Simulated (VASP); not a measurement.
# Al36CN34 (a cell with a defect) in VASP: further runs, part 3 of 3

VASP 6.6.1. Earlier steps stand in the parts before.

## (5) Single point, PBE, collinear spin

File INCAR:

```
SYSTEM = Al36CN34
  PREC = Accurate
  ENCUT = 520
  EDIFF = 1E-6
  ISMEAR = 0
  SIGMA = 0.01
  LREAL = Auto
  LASPH = .True.
  NELM = 200
  ALGO = Normal
  ISIF = 2
  LWAVE = .False.
  LCHARG = .False.
  ISPIN = 2
  MAGMOM = 0.02 0 0 0 0 0 0 0 0 0 0 0 0.02 0 0 0 0.01 0 0 0 0 0 0 0 0 0 0 0 0 0 0 0 0 0 0 0 0.02 0.02 0.02 0 0 0 0 0 0 0.03 0 0 0.02 0.02 0 0.01 0.01 0.01 0 0.02 0 0 0 0.01 0 0 0 0.02 0 0.01 0 0 0 0 0.08
  LORBIT = 11
  NUPDOWN = 1.0
  GGA = PE
  NBANDS = 186
  NELECT = 281.0
  GGA_COMPAT = .False.
  ISYM = -1
```

File KPOINTS:

```
explicit points
1
Reciprocal
  0.25000000   0.25000000   0.25000000 1
```

File POSCAR:

```
Al36CN34
1.0
    9.3892708700      0.0000000883      0.0000000000
   -4.6946355115      8.1313470508      0.0000000000
    0.0000000000      0.0000000000     10.0348065900
Al N C
36 34 1
Direct
    0.2057240775      0.1028169750      0.2579379596
    0.1100760812      0.2232435437      0.5005544255
    0.2152624435      0.1069287133      0.7470686635
    0.1103377747      0.2232554341      0.9997547309
    0.2226101167      0.4459980675      0.2511636760
    0.1100684403      0.5545443334      0.5006759069
    0.2209015135      0.4442695022      0.7501850957
    0.1104256505      0.5552622324      0.9999355431
    0.2208071345      0.7764055972      0.2513205721
    0.1081484289      0.8842063898      0.5015333054
    0.2208590909      0.7761061079      0.7506431272
    0.1101238170      0.8876332092      0.9996502658
    0.5625339560      0.1031191144      0.2582209698
    0.4419656639      0.2181671283      0.5033743524
    0.5574376902      0.1069909372      0.7470294523
    0.4441686844      0.2228764854      0.9566537881
    0.5677805257      0.4696456656      0.2564079846
    0.4406227250      0.5544219308      0.4999161266
    0.5571836773      0.4485308212      0.7403971761
    0.4432599522      0.5564735419      0.9967360584
    0.5553207669      0.7786294092      0.2504103143
    0.4415130872      0.8842744264      0.5016429397
    0.5552118007      0.7775061990      0.7502690951
    0.4429273532      0.8877005983      0.9995413178
    0.8881268599      0.1108696549      0.2511752831
    0.7790020864      0.2233030088      0.5006710302
    0.8879552276      0.1101659799      0.7501309233
    0.7784077764      0.2232667231      0.9997347428
    0.8890305046      0.4461707971      0.2511490934
    0.7793797008      0.5544033977      0.4999316613
    0.8891638534      0.4443216651      0.7502417013
    0.7788577986      0.5565873814      0.9968427725
    0.8888458950      0.7784889827      0.2502232564
    0.7761857063      0.8867886579      0.4996622574
    0.8879379518      0.7775175756      0.7502592965
    0.7772993958      0.8892134289      0.9997306204
    0.2184931899      0.1065527182      0.4433510305
    0.1126142045      0.2228999422      0.1907724594
    0.2183559754      0.1097031510      0.9404144860
    0.1098663888      0.2217199164      0.6904638349
    0.2184306656      0.4439714140      0.4402003760
    0.1107394475      0.5554332243      0.1901390398
    0.2207901255      0.4439280125      0.9405642344
    0.1105388214      0.5548352069      0.6910563296
    0.2207758051      0.7765943137      0.4408465491
    0.1124498111      0.8900299395      0.1902524184
    0.2214187687      0.7779040854      0.9411263731
    0.1096578708      0.8864954313      0.6911029988
    0.5533079873      0.1065563976      0.4437757724
    0.5564414626      0.1097609047      0.9402583510
    0.4419787449      0.2177803930      0.7004057309
    0.4433771561      0.5572358948      0.1861568774
    0.5565147023      0.4477089980      0.9372193270
    0.4421264422      0.5567269264      0.6917467864
    0.5537274529      0.7783557833      0.4396823663
    0.4430861679      0.8900607057      0.1901876437
    0.5553549965      0.7791753869      0.9406799184
    0.4429243919      0.8864744215      0.6911407116
    0.8877488054      0.1103520720      0.4403074282
    0.7762258814      0.2230363142      0.1908293627
    0.8883657055      0.1117214398      0.9413809563
    0.7781989289      0.2218236223      0.6905457503
    0.8907201659      0.4440256434      0.4402342734
    0.7800205898      0.5576163114      0.1862303559
    0.8882370217      0.4439969489      0.9406097024
    0.7809296934      0.5568197857      0.6917723818
    0.8894830595      0.7782895050      0.4395583030
    0.7777246962      0.8894631179      0.1906415785
    0.8888249986      0.7792300056      0.9406222590
    0.7771944326      0.8882372712      0.6905151008
    0.5522306584      0.4393450903      0.4427373194
```

On the command line:

```sh
$ cat potpaw_PBE.64/Al/POTCAR potpaw_PBE.64/N/POTCAR potpaw_PBE.64/C/POTCAR > POTCAR
$ mpirun -np 1 vasp_std > vasp.out
```

It took 8.3 min on 1 thread of Intel Xeon 6975P-C (Granite Rapids), shared host; peak memory 1.1 GiB.

It converged, with:

```yaml
Free_energy: -528.8051 eV
Largest_force: 0.033 eV/Å
Net_moment: 1.00 μB per cell
Site_moments: Al +0.03, +0.00, -0.00, +0.01 (each value once); N +0.01, +0.00, -0.00, +0.03, +0.02 (each value once); C +0.06 μB
Valence_electrons_inside_the_program's_atomic_spheres: Al 0.79, 0.80, 0.81, 0.82 (each value once); N 3.84, 3.85, 3.83 (each value once); C 2.53
```

Forces on the atoms (eV/Å):
```
Al  -0.004 -0.002 -0.004
Al   0.000 -0.002  0.003
Al   0.001  0.005 -0.006
Al   0.004 -0.003  0.001
Al   0.000  0.007  0.001
Al   0.002  0.001  0.002
Al  -0.001  0.000 -0.001
Al   0.003 -0.002  0.001
Al   0.000  0.004  0.002
Al   0.002 -0.004  0.005
Al   0.000  0.001  0.000
Al   0.006 -0.002  0.001
Al   0.008 -0.003 -0.006
Al   0.000 -0.016  0.029
Al  -0.006  0.005 -0.006
Al   0.006 -0.003 -0.007
Al  -0.007  0.011 -0.006
Al  -0.008  0.004  0.016
Al  -0.002  0.002  0.011
Al   0.004 -0.003  0.002
Al   0.000  0.006  0.000
Al  -0.002 -0.005  0.002
Al   0.001  0.004 -0.004
Al  -0.002  0.003  0.001
Al   0.000  0.001  0.005
Al   0.002 -0.002  0.007
Al  -0.003  0.003 -0.001
Al   0.000 -0.001  0.001
Al   0.000  0.003 -0.003
Al   0.009  0.004  0.015
Al  -0.002  0.000 -0.002
Al   0.000 -0.004 -0.003
Al  -0.002  0.006 -0.001
Al  -0.002  0.000  0.006
Al  -0.003  0.001 -0.003
Al  -0.001 -0.004  0.005
N    0.004  0.008  0.008
N    0.003 -0.001 -0.007
N   -0.002  0.003  0.000
N    0.001 -0.003  0.000
N    0.000  0.005  0.001
N    0.002 -0.006 -0.003
N   -0.002  0.006 -0.004
N    0.001 -0.002 -0.001
N   -0.001  0.003  0.003
N    0.003 -0.006 -0.005
N   -0.001  0.007 -0.001
N   -0.001 -0.006 -0.001
N   -0.004  0.009  0.007
N   -0.002  0.004 -0.001
N    0.001 -0.009 -0.008
N    0.006 -0.013  0.000
N   -0.002  0.010  0.006
N    0.008 -0.009 -0.009
N    0.001  0.001  0.001
N   -0.001 -0.007 -0.005
N   -0.003  0.004 -0.004
N    0.003 -0.006 -0.001
N    0.001  0.002  0.003
N   -0.005 -0.001 -0.007
N   -0.001  0.004 -0.002
N    0.002 -0.002  0.001
N   -0.002  0.004  0.001
N   -0.001 -0.011 -0.001
N   -0.002  0.006 -0.003
N   -0.004 -0.007 -0.007
N    0.000  0.000  0.001
N    0.001 -0.005 -0.005
N    0.000  0.002 -0.005
N    0.001 -0.001 -0.001
C   -0.005  0.008 -0.013
```

Caveat: the cell carries a net charge on a neutralising background, which shifts energy and pressure; the cell is charged against a uniform background, so pressure and absolute levels hang on convention; the total moment is fixed, so each spin has its own Fermi level and the state may be an excited one.

## (6) Single point, HSE06

File POSCAR:

```
Al36CN34
1.0
    9.3892708692      0.0000000866      0.0000000000
   -4.6946355096      8.1313470524      0.0000000000
    0.0000000000      0.0000000000     10.0348065929
Al N C
36 34 1
Direct
    0.2198560036      0.1088704138      0.2510664757
    0.1120195820      0.2226131332      0.4993979315
    0.2212264246      0.1097689108      0.7502504034
    0.1106030940      0.2226397582      1.0001548858
    0.2230489998      0.4453828401      0.2511524675
    0.1105753397      0.5548682890      0.5004637326
    0.2214339193      0.4439279566      0.7498757618
    0.1105665657      0.5549061861      1.0000884626
    0.2210557115      0.7765685640      0.2509174642
    0.1102882419      0.8872792636      0.5004367150
    0.2216051499      0.7768938706      0.7500385333
    0.1101868357      0.8874290369      1.0002116168
    0.5552436483      0.1089981242      0.2513977926
    0.4435192417      0.2204597131      0.5010742774
    0.5550947589      0.1097548319      0.7501319057
    0.4439936532      0.2216873708      0.9941659266
    0.5622479054      0.4578849855      0.2525188773
    0.4431372020      0.5543445063      0.5003646273
    0.5550788365      0.4434991163      0.7444428883
    0.4436071239      0.5556548191      0.9968988275
    0.5552847553      0.7779274235      0.2509000569
    0.4431705722      0.8872000216      0.5005506607
    0.5553746998      0.7776459082      0.7498689173
    0.4433376100      0.8875083823      0.9999222957
    0.8884180440      0.1107788101      0.2514049520
    0.7772136229      0.2226603496      0.4995440622
    0.8884803478      0.1104460266      0.7493697737
    0.7782332330      0.2226663927      1.0000477428
    0.8884905677      0.4456656680      0.2511368314
    0.7776379269      0.5544177705      0.5004124038
    0.8889926211      0.4440132753      0.7499881367
    0.7784370167      0.5558826672      0.9972652472
    0.8891600947      0.7778352996      0.2506166450
    0.7767927753      0.8871067151      0.4995021067
    0.8887140103      0.7776790761      0.7499096397
    0.7775094207      0.8889241617      1.0001447420
    0.2202446463      0.1077500950      0.4395535914
    0.1127669110      0.2224937531      0.1908275667
    0.2211115352      0.1105381219      0.9426257972
    0.1112011138      0.2211011527      0.6905866771
    0.2194539046      0.4445441954      0.4406630132
    0.1107862038      0.5549446884      0.1903642322
    0.2206784158      0.4436108341      0.9402704481
    0.1109529480      0.5549083683      0.6909790517
    0.2213278134      0.7769969123      0.4409197810
    0.1117167181      0.8889323815      0.1902992424
    0.2214911122      0.7774019999      0.9406859859
    0.1110691392      0.8882583642      0.6911679313
    0.5534947937      0.1075768641      0.4399289871
    0.5552751604      0.1105570238      0.9423268893
    0.4423963988      0.2177919361      0.6940175135
    0.4434492218      0.5566557159      0.1859989308
    0.5548263262      0.4435445829      0.9401006881
    0.4430612794      0.5560814303      0.6931443928
    0.5541152017      0.7790271078      0.4405185184
    0.4431469611      0.8887990617      0.1901755003
    0.5557333969      0.7788695774      0.9403940752
    0.4440201745      0.8881482608      0.6911825185
    0.8884089304      0.1108971707      0.4409176881
    0.7762650486      0.2226741845      0.1907905289
    0.8885395360      0.1113412559      0.9408719086
    0.7770911365      0.2211999538      0.6906852648
    0.8909435009      0.4445374355      0.4406863892
    0.7801263811      0.5573721841      0.1863619893
    0.8886984993      0.4437315631      0.9403846726
    0.7801904836      0.5562212625      0.6931822455
    0.8906382921      0.7790534222      0.4404123825
    0.7778594381      0.8890878219      0.1908652429
    0.8888517862      0.7789564369      0.9404175508
    0.7776053897      0.8882739671      0.6904142238
    0.5537408870      0.4414768433      0.4405376649
```

File INCAR.step1:

```
SYSTEM = Al36CN34
PREC = Accurate
ENCUT = 520
EDIFF = 1E-5
ISMEAR = -1
SIGMA = 0.01
LREAL = Auto
LASPH = .True.
NELM = 120
ALGO = Normal
ISIF = 2
LWAVE = .True.
LCHARG = .False.
NBANDS = 182
GGA = PE
GGA_COMPAT = .False.
ISYM = -1
```

File INCAR.step2:

```
SYSTEM = Al36CN34
PREC = Accurate
ENCUT = 520
EDIFF = 1E-6
ISMEAR = -1
SIGMA = 0.01
LREAL = Auto
LASPH = .True.
NELM = 120
ALGO = Normal
ISIF = 2
LWAVE = .False.
LCHARG = .False.
GGA = PE
LHFCALC = .True.
HFSCREEN = 0.2079
PRECFOCK = Fast
NBANDS = 182
ISTART = 1
GGA_COMPAT = .False.
ISYM = -1
```

KPOINTS is that of step 5.

Potentials or basis: VASP PAW PBE potentials, release 64 (Al, N, C).

On the command line:

```sh
$ cat potpaw_PBE.64/Al/POTCAR potpaw_PBE.64/N/POTCAR potpaw_PBE.64/C/POTCAR > POTCAR
$ cp INCAR.step1 INCAR
$ mpirun -np 1 vasp_std > vasp.out
$ cp INCAR.step2 INCAR
$ mpirun -np 1 vasp_std > vasp.out
```

Wall time 18 min (1 thread of Intel Xeon 6975P-C (Granite Rapids), shared host); peak memory 1.1 GiB.

Results (log left out):

```yaml
Free_energy: -611.2249 eV
Pressure: -4.6 GPa
Largest_force: 0.279 eV/Å
Band_gap_on_the_k_mesh: 4.05 eV
```

Forces in eV/Å, atoms in the order of the input:
```
Al  -0.229 -0.124  0.100
Al  -0.008 -0.007  0.011
Al   0.005  0.001 -0.016
Al  -0.009 -0.001 -0.002
Al  -0.008  0.012  0.008
Al   0.001 -0.019 -0.007
Al   0.013  0.011 -0.007
Al   0.003 -0.003  0.006
Al   0.009 -0.015  0.012
Al  -0.014 -0.011 -0.001
Al   0.001 -0.002 -0.007
Al  -0.006 -0.004 -0.007
Al   0.224 -0.130  0.097
Al   0.000 -0.016  0.034
Al  -0.004  0.000 -0.014
Al   0.004 -0.003 -0.254
Al  -0.006  0.252  0.057
Al  -0.022  0.018  0.023
Al  -0.003  0.018  0.001
Al   0.001  0.011  0.013
Al  -0.004  0.007  0.011
Al   0.013 -0.009 -0.001
Al  -0.001 -0.013 -0.005
Al   0.013 -0.004  0.002
Al   0.001  0.002  0.019
Al   0.009 -0.008  0.009
Al   0.001 -0.001 -0.007
Al   0.009 -0.003 -0.002
Al   0.021  0.004  0.010
Al   0.019  0.011  0.019
Al  -0.009  0.009 -0.006
Al   0.005  0.009  0.000
Al  -0.002  0.017  0.018
Al  -0.004 -0.003  0.007
Al   0.000 -0.013 -0.005
Al  -0.003 -0.003  0.001
N    0.012 -0.001 -0.051
N    0.029 -0.012 -0.009
N    0.030  0.014  0.016
N   -0.007  0.004  0.003
N   -0.013  0.005 -0.010
N   -0.006  0.004 -0.007
N    0.003  0.002  0.001
N   -0.004  0.000  0.006
N    0.002  0.014 -0.007
N    0.010  0.021 -0.005
N    0.000  0.004  0.003
N    0.000 -0.001  0.005
N   -0.010  0.002 -0.050
N   -0.030  0.016  0.016
N   -0.002 -0.008  0.012
N    0.027 -0.039  0.006
N   -0.003 -0.032  0.038
N   -0.012 -0.003  0.017
N   -0.008  0.023 -0.013
N   -0.015  0.031 -0.005
N   -0.005 -0.007 -0.003
N   -0.002  0.001  0.005
N    0.001  0.006 -0.022
N   -0.030 -0.012 -0.006
N    0.000  0.004  0.004
N   -0.001  0.004  0.004
N    0.017  0.007 -0.010
N   -0.031 -0.044  0.003
N   -0.003  0.003  0.002
N    0.005 -0.003  0.015
N    0.018  0.024 -0.015
N   -0.001 -0.003 -0.007
N    0.007 -0.008  0.000
N   -0.001  0.003  0.007
C    0.005 -0.007 -0.059
```

Stress tensor (GPa, compression positive):
```
-4.52 -0.64  0.01
-0.64 -4.84 -0.11
 0.01 -0.11 -4.37
```

Levels at points of the mesh, in eV from the valence-band top:
```csv
k point,band 137,band 138,band 139,band 140,band 141,band 142,band 143,band 144,band 145,band 146
"(0.25, 0.25, 0.25)",-1.35,-0.94,-0.54,-0.38,0.00,4.05,4.30,4.50,5.58,5.67
```

Caveat: the PAW data sets were made with another functional, which shifts forces and pressure a little.
